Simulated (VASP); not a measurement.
# InW8C8 in VASP: single point with PBE

Aim: the single point of InW8C8 with PBE.

Program: VASP 6.6.1. These are calculated values, not measurements. Logs are shortened: lines on timing, memory, paths and dates and some standing lists are left out, and cuts for length are marked.

## Step 1: The cell of the first run

The cell holds a slab with vacuum, 17 atoms: a = 5.801 Å, b = 5.801 Å, c = 15.247 Å, α = 90.00°, β = 90.00°, γ = 120.00°.

## Step 2: Single point, PBE

File INCAR:

```
  PREC = Accurate
  ENCUT = 520
  EDIFF = 1E-6
  ISMEAR = 0
  SIGMA = 0.05
  LREAL = Auto
  LASPH = T
  NELM = 100
  ALGO = Normal
  ISIF = 2
  LWAVE = F
  LCHARG = T
  GGA = PE
  LELF = T
  LVHAR = T
  NBANDS = 92
```

File KPOINTS:

```
regular mesh
0
Gamma
  3 3 1
```

File POSCAR:

```
InW8C8
1.0
    5.8006000000      0.0000000000      0.0000000000
   -2.9003000000      5.0234670000      0.0000000000
    0.0000000000      0.0000000000     15.2466500000
W C In
8 8 1
Direct
    0.0000000000      0.0000000000      0.0655881784
   -0.0009446246      0.0010194155      0.2495773826
    0.0000000498      0.5000000995      0.0655881784
   -0.0008494689      0.5002929252      0.2549729285
    0.5000000000      0.0000000000      0.0655881784
    0.4995460026      0.0003784239      0.2550747869
    0.5000000498      0.5000000995      0.0655881784
    0.4985650350      0.5013513575      0.2555844727
    0.3347201786      0.1669247554      0.1521548668
    0.3245929206      0.1672743147      0.3296589087
    0.3342224762      0.6660324433      0.1518789373
    0.3268037661      0.6717818590      0.3282336120
    0.8333515466      0.1666548223      0.1518296150
    0.8323109798      0.1678967932      0.3302618608
    0.8331113072      0.6653402919      0.1521126280
    0.8326170559      0.6750041356      0.3298143527
    0.9836848982      1.0048952248      0.4507830901
```

Potentials or basis: VASP PAW PBE potentials, release 64 (W_sv, C, In_d).

The run is started by

```console
> cat potpaw_PBE.64/W_sv/POTCAR potpaw_PBE.64/C/POTCAR potpaw_PBE.64/In_d/POTCAR > POTCAR
> mpirun -np 1 vasp_std > vasp.out
```

OUTCAR:

```text
PREC = Accurate
   ENCUT = 520
   EDIFF = 1E-6
   ISMEAR = 0
   LREAL = Auto
   LASPH = T
   NELM = 100
   ISIF = 2
   GGA = PE

 ion  position               nearest neighbor table
   1  0.000  0.000  0.066-  13 2.13  15 2.14   9 2.14   2 2.81   7 2.90   3 2.90   5 2.90   5 2.90
                             3 2.90   7 2.90
   2  0.999  0.001  0.250-  10 2.04  16 2.04  14 2.08  13 2.23   9 2.25  15 2.25   1 2.81   6 2.90
                             4 2.90   8 2.90   8 2.90   4 2.91   6 2.91  17 3.07
   3  0.000  0.500  0.066-  15 2.13  13 2.13  11 2.13   4 2.89   5 2.90   1 2.90   7 2.90   7 2.90
                             1 2.90   5 2.90
   4  0.999  0.500  0.255-  12 1.99  14 2.03  16 2.06  15 2.29  13 2.30  11 2.30   3 2.89   8 2.89
                             2 2.90   6 2.90   6 2.90   2 2.91   8 2.91
   5  0.500  0.000  0.066-   9 2.13  13 2.13  11 2.13   6 2.89   3 2.90   7 2.90   1 2.90   1 2.90
                             7 2.90   3 2.90
   6  0.500  0.000  0.255-  12 1.99  14 2.03  10 2.06   9 2.29  13 2.30  11 2.30   5 2.89   8 2.89
                             2 2.90   4 2.90   4 2.90   2 2.91   8 2.91
   7  0.500  0.500  0.066-  11 2.12  15 2.13   9 2.13   8 2.90   1 2.90   5 2.90   3 2.90   3 2.90
                             5 2.90   1 2.90
   8  0.499  0.501  0.256-  10 2.02  16 2.02  12 2.04  11 2.29   9 2.30  15 2.31   6 2.89   4 2.89
                             7 2.90   2 2.90   2 2.90   4 2.91   6 2.91
   9  0.335  0.167  0.152-   5 2.13   7 2.13   1 2.14   2 2.25   6 2.29   8 2.30
  10  0.325  0.167  0.330-   8 2.02   2 2.04   6 2.06  17 2.52
  11  0.334  0.666  0.152-   7 2.12   5 2.13   3 2.13   8 2.29   6 2.30   4 2.30
  12  0.327  0.672  0.328-   4 1.99   6 1.99   8 2.04
  13  0.833  0.167  0.152-   1 2.13   3 2.13   5 2.13   2 2.23   4 2.30   6 2.30
  14  0.832  0.168  0.330-   4 2.03   6 2.03   2 2.08  17 2.42
  15  0.833  0.665  0.152-   3 2.13   7 2.13   1 2.14   2 2.25   4 2.29   8 2.31
  16  0.833  0.675  0.330-   8 2.02   2 2.04   4 2.06  17 2.48
  17  0.984  0.005  0.451-  14 2.42  16 2.48  10 2.52   2 3.07

  LATTYP: Found a hexagonal cell.
 ALAT       =     5.8006000000
 C/A-ratio  =     2.6284608489

  Lattice vectors:

 A1 = (   5.8006000000,   0.0000000000,   0.0000000000)
 A2 = (  -2.9003000000,   5.0234670000,   0.0000000000)
 A3 = (   0.0000000000,   0.0000000000,  15.2466500000)

Analysis of symmetry for initial positions (statically):
=====================================================================
 Subroutine PRICEL returns:
 Original cell was already a primitive cell.

 Routine SETGRP: Setting up the symmetry group for a
 hexagonal supercell.

 Subroutine GETGRP returns: Found  1 space group operations
 (whereof  1 operations were pure point group operations)
 out of a pool of 24 trial point group operations.

The static configuration has the point symmetry C_1 .

Analysis of symmetry for dynamics (positions and initial velocities):
=====================================================================
 Subroutine PRICEL returns:
 Original cell was already a primitive cell.

 Routine SETGRP: Setting up the symmetry group for a
 hexagonal supercell.

 Subroutine GETGRP returns: Found  1 space group operations
 (whereof  1 operations were pure point group operations)
 out of a pool of 24 trial point group operations.

The dynamic configuration has the point symmetry C_1 .

 Subroutine INISYM returns: Found  1 space group operations
 (whereof  1 operations are pure point group operations),
 and found     1 'primitive' translations

----------------------------------------------------------------------------------------

                                     Primitive cell

  volume of cell :     444.2740

  direct lattice vectors                    reciprocal lattice vectors
     5.800600000  0.000000000  0.000000000     0.172395959  0.099532853  0.000000000
    -2.900300000  5.023467000  0.000000000     0.000000000  0.199065705  0.000000000
     0.000000000  0.000000000 15.246650000     0.000000000  0.000000000  0.065588178

  length of vectors
     5.800600000  5.800600037 15.246650000     0.199065706  0.199065705  0.065588178

  position of ions in fractional coordinates (direct lattice)
     0.000000000  0.000000000  0.065588178
     0.999055375  0.001019415  0.249577383
     0.000000050  0.500000099  0.065588178
     0.999150531  0.500292925  0.254972929
     0.500000000  0.000000000  0.065588178
     0.499546003  0.000378424  0.255074787
[... 9 lines left out ...]
     0.832617056  0.675004136  0.329814353
     0.983684898  0.004895225  0.450783090

  ion indices of the primitive-cell ions
   primitive index   ion index
                 1           1
                 2           2
                 3           3
                 4           4
                 5           5
                 6           6
[... 9 lines left out ...]
                16          16
                17          17

----------------------------------------------------------------------------------------

 KPOINTS: regular mesh

Automatic generation of k-mesh.
 Grid dimensions read from file:
 generate k-points for:    3    3    1

 Generating k-lattice:

  Cartesian coordinates                     Fractional coordinates (reciprocal lattice)
     0.057465320  0.033177618  0.000000000     0.333333333 -0.000000000  0.000000000
     0.000000000  0.066355235  0.000000000     0.000000000  0.333333333  0.000000000
     0.000000000  0.000000000  0.065588178     0.000000000  0.000000000  1.000000000

  Length of vectors
     0.066355235  0.066355235  0.065588178

  Shift w.r.t. Gamma in fractional coordinates (k-lattice)
     0.000000000  0.000000000  0.000000000

 Subroutine IBZKPT returns following result:
 ===========================================

 Found      5 irreducible k-points:

 Following reciprocal coordinates:
            Coordinates               Weight
  0.000000  0.000000  0.000000      1.000000
  0.333333 -0.000000  0.000000      2.000000
  0.000000  0.333333  0.000000      2.000000
 -0.333333  0.333333  0.000000      2.000000
  0.333333  0.333333  0.000000      2.000000
   k-points           NKPTS =      5   k-points in BZ     NKDIM =      5   number of bands    NBANDS=     92
   number of dos      NEDOS =    301   number of ions     NIONS =     17
   total plane-waves  NPLWV = 276480
   dimension x,y,z NGX =    48 NGY =   48 NGZ =  120
   dimension x,y,z NGXF=    96 NGYF=   96 NGZF=  240
   ions per type =               8   8   1
   NGX,Y,Z   is equivalent  to a cutoff of  13.76, 13.76, 13.08 a.u.
   NGXF,Y,Z  is equivalent  to a cutoff of  27.51, 27.51, 26.17 a.u.
 SYSTEM =  unknown system
   PREC   = accura    normal or accurate (medium, high low for compatibility)
   ISTART =      0    job   : 0-new  1-cont  2-samecut
   ICHARG =      2    charge: 1-file 2-atom 10-const
   ISPIN  =      1    spin polarized calculation?
   LNONCOLLINEAR =      F non collinear calculations
   LSORBIT =      F    spin-orbit coupling
   LASPH  =      T    aspherical Exc in radial PAW
   ENCUT  =  520.0 eV  38.22 Ry    6.18 a.u.  10.79 10.79 28.35*2*pi/ulx,y,z
   NELM   =    100;   NELMIN=  2; NELMDL= -5     # of ELM steps
   EDIFF  = 0.1E-05   stopping-criterion for ELM
   LREAL  =      T    real-space projection
   EDIFFG = 0.1E-04   stopping-criterion for IOM
   NSW    =      0    number of steps for IOM
   IBRION =     -1    ionic relax: 0-MD 1-quasi-New 2-CG
   NFREE  =      0    steps in history (QN), initial steepest desc. (CG)
   ISIF   =      2    stress and relaxation
   ISYM   =      2    0-nonsym 1-usesym 2-fastsym
   POTIM  = 0.5000    time-step for ionic-motion
   TEBEG  =    0.0;   TEEND  =   0.0 temperature during run
   PSTRESS=    0.0 pullay stress
   NELECT =     157.0000    total number of electrons
   NUPDOWN=      -1.0000    fix difference up-down
   EMIN   =  10.00;   EMAX   =-10.00  energy-range for DOS
   EFERMI =   0.00;   METHOD = LEGACY
   ISMEAR =     0;   SIGMA  =   0.05  broadening in eV -4-tet -1-fermi 0-gaus
   EFERMI_NEDOS =   21; number of points for ismear=-14 and -15
   IALGO  =     38    algorithm
   IMIX   =      4    mixing-type and parameters
     AMIX     =   0.40;   BMIX     =  1.00
     AMIX_MAG =   1.60;   BMIX_MAG =  1.00
  volume/ion in A,a.u.               =      26.13       176.36
  Fermi-wavevector in a.u.,A,eV,Ry     =   1.157420  2.187207 18.226659  1.339622
  Thomas-Fermi vector in A             =   2.294032
   LORBIT       =      0    0 simple, 1 ext, 2 COOP (PROOUT), +10 PAW based schemes
   GGA     = PE    functional components
   LHFCALC =     F    Hartree Fock is set to
   AEXX    =    0.0000 exact exchange contribution
   IVDW    =     0    specifies the selected vdW correction
   LEPSILON=     F    determine dielectric tensor
   LRPA    =     F    only Hartree local field effects (RPA)
 non-spin polarized calculation
 Gauss-broadening in eV      SIGMA  =   0.05
  energy-cutoff  :      520.00
  volume of cell :      444.27
 maximum number of plane-waves:     11985
 NGX is ok and might be reduce to    48
   NGX = 21   NGY = 21   NGZ = 57

 number of electron     156.9999997 magnetization

 Free energy of the ion-electron system (eV)
  ---------------------------------------------------
  ext. energy  EPLUGINS =         0.00000000
  ---------------------------------------------------
  free energy    TOTEN  =      -165.93496294 eV

  energy without entropy =     -165.92519978  energy(sigma->0) =     -165.93008136

 E-fermi :   1.8405     XC(G=0):  -7.1709

 val. band max:        1.7874754806   @ k =   0.3333  -0.0000   0.0000
 cond. band min:       1.8529144291   @ k =  -0.3333   0.3333   0.0000
 fundamental gap:      0.0654389486
 Fermi energy:         1.8404926413

 k-point     1 :       0.0000    0.0000    0.0000
  band No.  band energies     occupation
      1     -72.1894      2.00000
      2     -72.1409      2.00000
      3     -72.1295      2.00000
      4     -72.1221      2.00000
      5     -72.0786      2.00000
      6     -72.0742      2.00000
[... 454 lines left out ...]
     89       4.0775      0.00000
     90       4.3380      0.00000
 [bands above 90 left out]

------------------------ aborting loop because EDIFF is reached ----------------------------------------

  FORCE on cell =-STRESS in cart. coord.  units (eV):
  Direction    XX          YY          ZZ          XY          YZ          ZX
  --------------------------------------------------------------------------------------
  -------------------------------------------------------------------------------------
  Total        7.1248392      8.0642903      0.9016692      0.8421334      0.0020392      0.0335809
  in kB       25.6941789     29.0821047      3.2516735      3.0369704      0.0073538      0.1211023
  external PRESSURE =      19.3426524 kB  Pullay stress =       0.0000000 kB

 VOLUME and BASIS-vectors are now :
 -----------------------------------------------------------------------------
  energy-cutoff  :      520.00
  volume of cell :      444.27
      direct lattice vectors                 reciprocal lattice vectors
     5.800600000  0.000000000  0.000000000     0.172395959  0.099532853  0.000000000
    -2.900300000  5.023467000  0.000000000     0.000000000  0.199065705  0.000000000
     0.000000000  0.000000000 15.246650000     0.000000000  0.000000000  0.065588178

 POSITION                                       TOTAL-FORCE (eV/Angst)
 -----------------------------------------------------------------------------------
      0.00000      0.00000      1.00000         0.024109     -0.013353     -0.530827
      5.79216      0.00512      3.80522        -0.005482      0.001925     -0.040167
     -1.45015      2.51173      1.00000        -0.021647      0.015049      0.107503
      4.34467      2.51321      3.88748        -0.010437     -0.000183     -0.029149
      2.90030      0.00000      1.00000        -0.017875      0.013159      0.111328
      2.89657      0.00190      3.88904        -0.005676      0.002946     -0.025561
[... 9 lines left out ...]
      2.87196      3.39086      5.02856         0.004275     -0.004995      0.088369
      5.69177      0.02459      6.87293        -0.004736     -0.015853      0.000496
 -----------------------------------------------------------------------------------
    total drift:                               -0.018839     -0.010430      0.001121

  FREE ENERGIE OF THE ION-ELECTRON SYSTEM (eV)
  ---------------------------------------------------
  free  energy   TOTEN  =      -165.9349629426 eV

  energy  without entropy=     -165.9251997754  energy(sigma->0) =     -165.93008136
```

Wall time 8.3 min (1 thread of Intel Xeon Platinum 8559C (Emerald Rapids), shared host); peak memory 0.64 GiB.

What came out:

```yaml
Free_energy: -165.9350 eV
Largest_force: 0.532 eV/Å
Band_gap_on_the_k_mesh: zero (an odd number of electrons rules out a gap without spin polarisation)
```

Forces in eV/Å, atoms in the order of the input:
```
W    0.024 -0.013 -0.531
W   -0.005  0.002 -0.040
W   -0.022  0.015  0.108
W   -0.010  0.000 -0.029
W   -0.018  0.013  0.111
W   -0.006  0.003 -0.026
W    0.029 -0.013  0.080
W   -0.003 -0.001 -0.032
C   -0.005  0.003  0.003
C    0.008  0.003  0.091
C   -0.003  0.002  0.004
C    0.012  0.004  0.087
C    0.000  0.000  0.004
C    0.003  0.001  0.078
C   -0.004  0.002  0.003
C    0.004 -0.005  0.088
In  -0.005 -0.016  0.000
```

Levels at points of the mesh, in eV from the Fermi level:
```tsv
k point	band 76	band 77	band 78	band 79	band 80	band 81	band 82	band 83
(0.00, 0.00, 0.00)	0.26	0.28	0.30	0.36	0.58	0.60	1.11	1.22
```

Caveat: the k points lie up to 0.42 Å⁻¹ apart, too coarse for converged energies and pressures of a metal; spin-orbit coupling is left out, which moves the levels of the heavy elements.
